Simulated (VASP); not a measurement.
# Y (P6_3/mmc) in VASP: notebook

Y is run at these levels: revPBE; tasks: single point.

Everything below comes from runs of VASP 6.6.1. Logs are shortened: lines on timing, memory, paths and dates and some standing lists are left out, and cuts for length are marked.

### Step 1. The cell of the first run

It takes space group P6_3/mmc (No. 194, hexagonal). Conventional cell: a = 3.595 Å, b = 3.595 Å, c = 11.532 Å, α = 90.00°, β = 90.00°, γ = 120.00°. Within 4.7 Å of Y (site symmetry -3m) lie 12 Y at 3.55 to 3.59 Å. Y (site symmetry -6m2) has 12 Y at 3.55 to 3.59 Å within 4.7 Å.

### Step 2. Single point, revPBE (32.26 Å³/atom)

File INCAR:

```
PREC = Accurate
ENCUT = 520
EDIFF = 1E-6
ISMEAR = -1
SIGMA = 0.1
LREAL = F
LASPH = T
NELM = 60
ALGO = Normal
ISIF = 2
LWAVE = F
LCHARG = T
GGA = RE
LELF = T
LVHAR = T
NBANDS = 30
```

File KPOINTS:

```
regular mesh
0
Gamma
  11 11 3
```

File POSCAR:

```
Y
1.0
    3.5946973295      0.0000000000      0.0000000000
   -1.7973486648      3.1130992063      0.0000000000
    0.0000000000      0.0000000000     11.5318941902
Y
4
Direct
    1.0000000000      0.0000000000      1.0000000000
    1.0000000000      1.0000000000      0.5000000000
    0.3333333333      0.6666666667      0.2500000000
    0.6666666667      0.3333333333      0.7500000000
```

Potentials or basis: VASP PAW PBE potentials, release 64 (Y_sv).

Started as:

```
cat potpaw_PBE.64/Y_sv/POTCAR > POTCAR
mpirun -np 1 vasp_std > vasp.out
```

OUTCAR:

```text
PREC = Accurate
   ENCUT = 520
   EDIFF = 1E-6
   ISMEAR = -1
   LREAL = F
   LASPH = T
   NELM = 60
   ISIF = 2
   GGA = RE

 ion  position               nearest neighbor table
   1  0.000  0.000  0.000-   3 3.55   4 3.55   4 3.55   3 3.55   4 3.55   3 3.55
   2  0.000  0.000  0.500-   3 3.55   4 3.55   4 3.55   3 3.55   4 3.55   3 3.55
   3  0.333  0.667  0.250-   1 3.55   2 3.55   1 3.55   2 3.55   1 3.55   2 3.55
   4  0.667  0.333  0.750-   1 3.55   2 3.55   1 3.55   2 3.55   1 3.55   2 3.55

  LATTYP: Found a hexagonal cell.
 ALAT       =     3.5946973295
 C/A-ratio  =     3.2080292534

  Lattice vectors:

 A1 = (   3.5946973295,   0.0000000000,   0.0000000000)
 A2 = (  -1.7973486648,   3.1130992063,   0.0000000000)
 A3 = (   0.0000000000,   0.0000000000,  11.5318941902)

Analysis of symmetry for initial positions (statically):
=====================================================================
 Subroutine PRICEL returns:
 Original cell was already a primitive cell.

 Routine SETGRP: Setting up the symmetry group for a
 hexagonal supercell.

 Subroutine GETGRP returns: Found 24 space group operations
 (whereof 12 operations were pure point group operations)
 out of a pool of 24 trial point group operations.

The static configuration has the point symmetry D_3d.
 The point group associated with its full space group is D_6h.

Analysis of symmetry for dynamics (positions and initial velocities):
=====================================================================
 Subroutine PRICEL returns:
 Original cell was already a primitive cell.

 Routine SETGRP: Setting up the symmetry group for a
 hexagonal supercell.

 Subroutine GETGRP returns: Found 24 space group operations
 (whereof 12 operations were pure point group operations)
 out of a pool of 24 trial point group operations.

The dynamic configuration has the point symmetry D_3d.
 The point group associated with its full space group is D_6h.

 Subroutine INISYM returns: Found 24 space group operations
 (whereof 12 operations are pure point group operations),
 and found     1 'primitive' translations

----------------------------------------------------------------------------------------

                                     Primitive cell

  volume of cell :     129.0494

  direct lattice vectors                    reciprocal lattice vectors
     3.594697330  0.000000000  0.000000000     0.278187538  0.160611650  0.000000000
    -1.797348665  3.113099206  0.000000000     0.000000000  0.321223300  0.000000000
     0.000000000  0.000000000 11.531894190     0.000000000  0.000000000  0.086716023

  length of vectors
     3.594697330  3.594697330 11.531894190     0.321223300  0.321223300  0.086716023

  position of ions in fractional coordinates (direct lattice)
     0.000000000  0.000000000  0.000000000
     0.000000000  0.000000000  0.500000000
     0.333333333  0.666666667  0.250000000
     0.666666667  0.333333333  0.750000000

  ion indices of the primitive-cell ions
   primitive index   ion index
                 1           1
                 2           2
                 3           3
                 4           4

----------------------------------------------------------------------------------------

 KPOINTS: regular mesh

Automatic generation of k-mesh.
 Grid dimensions read from file:
 generate k-points for:   11   11    3

 Generating k-lattice:

  Cartesian coordinates                     Fractional coordinates (reciprocal lattice)
     0.025289776  0.014601059  0.000000000     0.090909091 -0.000000000  0.000000000
     0.000000000  0.029202118  0.000000000     0.000000000  0.090909091  0.000000000
     0.000000000  0.000000000  0.028905341     0.000000000  0.000000000  0.333333333

  Length of vectors
     0.029202118  0.029202118  0.028905341

  Shift w.r.t. Gamma in fractional coordinates (k-lattice)
     0.000000000  0.000000000  0.000000000

 Subroutine IBZKPT returns following result:
 ===========================================

 Found     32 irreducible k-points:

 Following reciprocal coordinates:
            Coordinates               Weight
  0.000000  0.000000  0.000000      1.000000
  0.090909  0.000000  0.000000      6.000000
  0.181818  0.000000  0.000000      6.000000
  0.272727  0.000000  0.000000      6.000000
  0.363636  0.000000  0.000000      6.000000
  0.454545  0.000000  0.000000      6.000000
[... 16 lines left out ...]
  0.090909  0.090909  0.333333     12.000000
  0.181818  0.090909  0.333333     24.000000
 [... further k-points ...]
   k-points           NKPTS =     32   k-points in BZ     NKDIM =     32   number of bands    NBANDS=     30
   number of dos      NEDOS =    301   number of ions     NIONS =      4
   total plane-waves  NPLWV =  70560
   dimension x,y,z NGX =    28 NGY =   28 NGZ =   90
   dimension x,y,z NGXF=    56 NGYF=   56 NGZF=  180
   ions per type =               4
   NGX,Y,Z   is equivalent  to a cutoff of  12.95, 12.95, 12.97 a.u.
[... 47 lines left out ...]
   NGX = 13   NGY = 13   NGZ = 43

 number of electron      44.0000000 magnetization

 Free energy of the ion-electron system (eV)
  ---------------------------------------------------
  ext. energy  EPLUGINS =         0.00000000
  ---------------------------------------------------
  free energy    TOTEN  =       -24.72579934 eV

  energy without entropy =      -24.51091861  energy(sigma->0) =      -24.61835897

 E-fermi :   3.1908     XC(G=0):  -9.4275

 val. band max:        3.1748797875   @ k =   0.3636   0.1818   0.0000
 cond. band min:       3.1931171381   @ k =   0.1818   0.0909   0.3333
 fundamental gap:      0.0182373506
 Fermi energy:         3.1908204901

 k-point     1 :       0.0000    0.0000    0.0000
  band No.  band energies     occupation
      1     -39.4892      2.00000
      2     -39.4574      2.00000
      3     -39.4485      2.00000
      4     -39.4164      2.00000
      5     -19.7737      2.00000
      6     -19.4917      2.00000
[... 22 lines left out ...]
     29       5.2636      0.00000
     30       5.2639      0.00000

 k-point     2 :       0.0909    0.0000    0.0000
  band No.  band energies     occupation
      1     -39.4847      2.00000
      2     -39.4541      2.00000
      3     -39.4452      2.00000
      4     -39.4144      2.00000
      5     -19.7584      2.00000
      6     -19.4970      2.00000
[... 22 lines left out ...]
     29       5.3272      0.00000
     30       5.4209      0.00000

 k-point     3 :       0.1818    0.0000    0.0000
  band No.  band energies     occupation
      1     -39.4722      2.00000
      2     -39.4454      2.00000
      3     -39.4364      2.00000
      4     -39.4094      2.00000
      5     -19.7154      2.00000
      6     -19.5228      2.00000
[... 22 lines left out ...]
     29       5.3667      0.00000
     30       5.6177      0.00000

 k-point     4 :       0.2727    0.0000    0.0000
  band No.  band energies     occupation
      1     -39.4550      2.00000
      2     -39.4338      2.00000
      3     -39.4249      2.00000
      4     -39.4035      2.00000
      5     -19.6591      2.00000
      6     -19.5889      2.00000
[... 22 lines left out ...]
     29       5.1744      0.00000
     30       5.8390      0.00000

 k-point     5 :       0.3636    0.0000    0.0000
  band No.  band energies     occupation
      1     -39.4377      2.00000
      2     -39.4232      2.00000
      3     -39.4142      2.00000
      4     -39.3996      2.00000
      5     -19.6834      2.00000
      6     -19.6808      2.00000
[... 22 lines left out ...]
     29       5.0006      0.00000
     30       6.0395      0.00000
[... 526 lines left out ...]
     29       5.0612      0.00000
     30       5.4460      0.00000

 k-point    22 :       0.4545    0.0000    0.3333
  band No.  band energies     occupation
      1     -39.4243      2.00000
      2     -39.4201      2.00000
      3     -39.4045      2.00000
      4     -39.4004      2.00000
      5     -19.7242      2.00000
      6     -19.7121      2.00000
[... 22 lines left out ...]
     29       4.9605      0.00000
     30       5.3700      0.00000

 k-point    23 :       0.0909    0.0909    0.3333
  band No.  band energies     occupation
      1     -39.4719      2.00000
      2     -39.4604      2.00000
      3     -39.4269      2.00000
      4     -39.4152      2.00000
      5     -19.6994      2.00000
      6     -19.6177      2.00000
[... 22 lines left out ...]
     29       5.3072      0.00000
     30       5.3354      0.00000

 k-point    24 :       0.1818    0.0909    0.3333
  band No.  band energies     occupation
      1     -39.4577      2.00000
      2     -39.4479      2.00000
      3     -39.4190      2.00000
      4     -39.4091      2.00000
      5     -19.6613      2.00000
      6     -19.6175      2.00000
[... 22 lines left out ...]
     29       5.3943      0.00000
     30       5.6042      0.00000

 [... further k-points ...]

------------------------ aborting loop because EDIFF is reached ----------------------------------------

  FORCE on cell =-STRESS in cart. coord.  units (eV):
  Direction    XX          YY          ZZ          XY          YZ          ZX
  --------------------------------------------------------------------------------------
  -------------------------------------------------------------------------------------
  Total        1.1598705      1.1598705      1.2101716     -0.0000000      0.0000000      0.0000000
  in kB       14.4000554     14.4000554     15.0245549     -0.0000000      0.0000000      0.0000000
  external PRESSURE =      14.6082219 kB  Pullay stress =       0.0000000 kB

 VOLUME and BASIS-vectors are now :
 -----------------------------------------------------------------------------
  energy-cutoff  :      520.00
  volume of cell :      129.05
      direct lattice vectors                 reciprocal lattice vectors
     3.594697330  0.000000000  0.000000000     0.278187538  0.160611650  0.000000000
    -1.797348665  3.113099206  0.000000000     0.000000000  0.321223300  0.000000000
     0.000000000  0.000000000 11.531894190     0.000000000  0.000000000  0.086716023

 POSITION                                       TOTAL-FORCE (eV/Angst)
 -----------------------------------------------------------------------------------
      0.00000      0.00000      0.00000         0.000000      0.000000      0.000000
      0.00000      0.00000      5.76595         0.000000      0.000000      0.000000
     -0.00000      2.07540      2.88297        -0.000000      0.000000     -0.000000
      1.79735      1.03770      8.64892         0.000000     -0.000000      0.000000
 -----------------------------------------------------------------------------------
    total drift:                                0.000000     -0.000000      0.000000

  FREE ENERGIE OF THE ION-ELECTRON SYSTEM (eV)
  ---------------------------------------------------
  free  energy   TOTEN  =       -24.7257993362 eV

  energy  without entropy=      -24.5109186132  energy(sigma->0) =      -24.61835897
```

Wall time 3 min (1 thread of Oxide Virtual Turin-like, shared host); peak memory 0.26 GiB.

Results:

* Free energy: -24.7258 eV
* Pressure: 1.5 GPa
* Band gap on the k mesh: zero (bands 22 and 23 overlap by 1.11 eV)

Levels at points of the mesh, in eV from the Fermi level:
```csv
k point,band 20,band 21,band 22,band 23,band 24,band 25
"(0.00, 0.00, 0.00)",-1.93,0.75,0.80,0.86,1.64,1.64
```

Caveat: the PAW data sets were made with another functional, which shifts forces and pressure a little.

### Step 3. Single point, revPBE (33.61 Å³/atom)

This run uses another cell than the first one, of 33.61 Å³/atom.

File INCAR:

```
  ALGO = Normal
  EDIFF = 1E-6
  ENCUT = 520
  GGA = RE
  ISIF = 2
  ISMEAR = -1
  LASPH = True
  LCHARG = False
  LREAL = False
  LWAVE = False
  NBANDS = 30
  NELM = 60
  PREC = Accurate
  SIGMA = 0.1
```

File KPOINTS:

```
k-points
0
Gamma
  11 11 3
```

File POSCAR:

```
Y
1.0
    3.6439458785      0.0000000000      0.0000000000
   -1.8219729393      3.1557497008      0.0000000000
    0.0000000000      0.0000000000     11.6898849760
Y
4
Direct
    1.0000000000      0.0000000000      1.0000000000
    1.0000000000      1.0000000000      0.5000000000
    0.3333333333      0.6666666667      0.2500000000
    0.6666666667      0.3333333333      0.7500000000
```

Potentials or basis: VASP PAW PBE potentials, release 64 (Y_sv).

Started as:

```
cat potpaw_PBE.64/Y_sv/POTCAR > POTCAR
mpirun -np 1 vasp_std > vasp.out
```

It took 2.8 min on 1 thread of Oxide Virtual Turin-like, shared host; peak memory 0.26 GiB.

Results (log left out):

```yaml
Free_energy: -24.7482 eV
Pressure: -0.1 GPa
Band_gap_on_the_k_mesh: zero (bands 22 and 23 overlap by 1.09 eV)
```

Levels at points of the mesh, in eV from the Fermi level:
| k point | band 20 | band 21 | band 22 | band 23 | band 24 | band 25 |
| --- | --- | --- | --- | --- | --- | --- |
| (0.00, 0.00, 0.00) | -1.87 | 0.63 | 0.79 | 0.85 | 1.61 | 1.61 |

Caveat: the PAW data sets were made with another functional, which shifts forces and pressure a little.

### Step 4. Single point, revPBE (34.95 Å³/atom)

This run uses another cell than the first one, of 34.95 Å³/atom.

File INCAR:

```
SYSTEM = Y
PREC = Accurate
ENCUT = 520
EDIFF = 1E-6
ISMEAR = -1
SIGMA = 0.1
LREAL = .FALSE.
LASPH = .TRUE.
NELM = 100
ALGO = Normal
ISIF = 2
LWAVE = .FALSE.
LCHARG = .TRUE.
GGA = RE
LELF = .TRUE.
LVHAR = .TRUE.
NBANDS = 30
```

File KPOINTS:

```
regular mesh
0
G
  11 11 3
  0 0 0
```

File POSCAR:

```
Y
1.0
    3.6918980338      0.0000000000      0.0000000000
   -1.8459490169      3.1972774855      0.0000000000
    0.0000000000      0.0000000000     11.8437168930
Y
4
Direct
    1.0000000000      0.0000000000      1.0000000000
    1.0000000000      1.0000000000      0.5000000000
    0.3333333333      0.6666666667      0.2500000000
    0.6666666667      0.3333333333      0.7500000000
```

Started as:

```
cat potpaw_PBE.64/Y_sv/POTCAR > POTCAR
mpirun -np 1 vasp_std > vasp.out
```

It took 3.7 min on 1 thread of Oxide Virtual Turin-like, shared host; peak memory 0.27 GiB.

It converged, with:

| Property | Result |
| --- | --- |
| Free energy | -24.7220 eV |
| Pressure | -1.4 GPa |
| Band gap on the k mesh | zero (bands 22 and 23 overlap by 1.06 eV) |

Levels at points of the mesh, in eV from the Fermi level:
```csv
k point,band 19,band 20,band 21,band 22,band 23,band 24,band 25,band 26
"(0.00, 0.00, 0.00)",-3.28,-1.82,0.54,0.78,0.83,1.57,1.57,1.62
```

Caveat: the PAW data sets were made with another functional, which shifts forces and pressure a little.

### Step 5. Single point, revPBE (36.30 Å³/atom)

This run uses another cell than the first one, of 36.30 Å³/atom.

File INCAR:

```
  ALGO = Normal
  EDIFF = 1E-7
  ENCUT = 520
  GGA = RE
  ISIF = 2
  ISMEAR = -1
  LASPH = True
  LCHARG = False
  LREAL = False
  LWAVE = False
  NBANDS = 30
  NELM = 100
  PREC = Accurate
  SIGMA = 0.1
```

File KPOINTS:

```
k-points
0
Gamma
  11 11 3
```

File POSCAR:

```
Y
1.0
    3.7386358819      0.0000000000      0.0000000000
   -1.8693179410      3.2377536493      0.0000000000
    0.0000000000      0.0000000000     11.9936532771
Y
4
Direct
    1.0000000000      0.0000000000      1.0000000000
    1.0000000000      1.0000000000      0.5000000000
    0.3333333333      0.6666666667      0.2500000000
    0.6666666667      0.3333333333      0.7500000000
```

Started as:

```
cat potpaw_PBE.64/Y_sv/POTCAR > POTCAR
mpirun -np 1 vasp_std > vasp.out
```

Run time: 4.3 min. Hardware: 1 thread of Oxide Virtual Turin-like, shared host; peak memory 0.28 GiB.

The run converged. Its results:

- Free energy: -24.6545 eV
- Pressure: -2.6 GPa
- Band gap on the k mesh: zero (bands 22 and 23 overlap by 1.04 eV)

Levels at points of the mesh, in eV from the Fermi level:
```tsv
k point	band 19	band 20	band 21	band 22	band 23	band 24	band 25	band 26
(0.00, 0.00, 0.00)	-3.26	-1.77	0.45	0.77	0.82	1.54	1.54	1.59
```

Caveat: the PAW data sets were made with another functional, which shifts forces and pressure a little.

### Step 6. Single point, revPBE (37.64 Å³/atom)

This run uses another cell than the first one, of 37.64 Å³/atom.

File INCAR:

```
SYSTEM = Y
ALGO = Normal
EDIFF = 1E-6
ENCUT = 520
GGA = RE
ISIF = 2
ISMEAR = -1
LASPH = .True.
LCHARG = .False.
LREAL = .False.
LWAVE = .False.
NBANDS = 30
NELM = 80
PREC = Accurate
SIGMA = 0.1
```

File KPOINTS:

```
k-points
0
Gamma
  11 11 3
  0 0 0
```

File POSCAR:

```
Y
1.0
    3.7842334963      0.0000000000      0.0000000000
   -1.8921167482      3.2772423417      0.0000000000
    0.0000000000      0.0000000000     12.1399317579
Y
4
Direct
    1.0000000000      0.0000000000      1.0000000000
    1.0000000000      1.0000000000      0.5000000000
    0.3333333333      0.6666666667      0.2500000000
    0.6666666667      0.3333333333      0.7500000000
```

Potentials or basis: VASP PAW PBE potentials, release 64 (Y_sv).

Started as:

```
cat potpaw_PBE.64/Y_sv/POTCAR > POTCAR
mpirun -np 1 vasp_std > vasp.out
```

Run time: 2.7 min. Hardware: 1 thread of Oxide Virtual Turin-like, shared host; peak memory 0.28 GiB.

The run converged. Its results:

```yaml
Free_energy: -24.5517 eV
Pressure: -3.5 GPa
Band_gap_on_the_k_mesh: zero (bands 22 and 23 overlap by 1.01 eV)
```

Stress tensor (GPa, compression positive):
```
-3.51  0.00  0.00
 0.00 -3.51  0.00
 0.00  0.00 -3.61
```

Levels at points of the mesh, in eV from the Fermi level:
```csv
k point,band 19,band 20,band 21,band 22,band 23,band 24,band 25,band 26
"(0.00, 0.00, 0.00)",-3.23,-1.73,0.38,0.75,0.80,1.51,1.51,1.55
```

Caveat: the cell stands under tension; the PAW data sets were made with another functional, which shifts forces and pressure a little.

### Step 7. Summary

| cell | gap on the mesh (eV) | pressure (GPa) |
| --- | --- | --- |
| a = 3.595, b = 3.595, c = 11.532 Å, angles 90.0, 90.0, 120.0°, 4 atoms | none | 1.5 |
| a = 3.644, b = 3.644, c = 11.690 Å, angles 90.0, 90.0, 120.0°, 4 atoms | none | -0.1 |
| a = 3.692, b = 3.692, c = 11.844 Å, angles 90.0, 90.0, 120.0°, 4 atoms | none | -1.4 |
| a = 3.739, b = 3.739, c = 11.994 Å, angles 90.0, 90.0, 120.0°, 4 atoms | none | -2.6 |
| a = 3.784, b = 3.784, c = 12.140 Å, angles 90.0, 90.0, 120.0°, 4 atoms | none | -3.5 |

Alike in all rows: task single point; level revPBE; potentials or basis VASP PAW PBE potentials, release 64 (Y_sv); no spin polarisation; k mesh 11 × 11 × 3; cutoff (eV) 520; smearing fermi-dirac 0.1 eV.

Caveats: the PAW data sets were made with another functional, which shifts forces and pressure a little; the cell stands under tension (at least some runs).

Total energies depend on the potentials used, so only differences within one code and one set of settings carry meaning.
